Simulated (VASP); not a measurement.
Set up this calculation in VASP 6.6.1, as the native input.

| Quantity | Value |
| --- | --- |
| Task | single point |
| Functional | PBE |
| Dispersion | D3(BJ) |
| Potentials or basis | VASP PAW PBE potentials, release 64 (C) |
| Cutoff | 520 eV |
| k mesh | 14 × 10 × 8 |
| Occupations | gaussian, width 0.03 eV |
| Spin | no spin polarisation |
| Dipole correction | no |
| Further INCAR settings | ALGO = Normal; EDIFF = 1e-06; NBANDS = 16 |

The structure of C lies in POSCAR:

```
C
1.0
   -1.2327815062      2.1341012746      0.0000000000
   -1.2327815062      0.0000000000     -3.3978816559
   -3.6983445185     -2.1341012746      0.0000000000
C
4
Direct
    0.2487019009      0.0054151249      0.9153053310
    0.7513878989     -0.0054151249      0.4179980690
    0.2486121011      0.0054151249      0.5820019310
    0.7512980991     -0.0054151249      0.0846946690
```

This cell differs from its parent crystal: atoms displaced along a vibrational mode.

One way to write it, as run:

INCAR

```
SYSTEM = C
PREC = Accurate ; ENCUT = 520
EDIFF = 1E-6 ; ISMEAR = 0
SIGMA = 0.03 ; LREAL = .False.
LASPH = .True. ; NELM = 100
ALGO = Normal ; ISIF = 2
LWAVE = .False. ; LCHARG = .False.
GGA = PE ; IVDW = 12
NBANDS = 16
```

KPOINTS

```
regular mesh
0
Gamma
  14 10 8
  0 0 0
```

Potentials or basis: VASP PAW PBE potentials, release 64 (C).

Launch:

```bash
$ cat potpaw_PBE.64/C/POTCAR > POTCAR
$ mpirun -np 1 vasp_std > vasp.out
```

Results of the run:

The pressure is 0.3 GPa. The largest force is 0.323 eV/Å and the dispersion energy per atom is -0.154 eV.

Caveat: the cell differs from its parent crystal (atoms displaced along a vibrational mode).

Run time: 3.2 min on 1 thread of Intel(R) Xeon(R) Platinum 8259CL CPU @ 2.50GHz (Skylake/Cascade Lake), with other jobs on the host, peak memory 0.33 GiB.
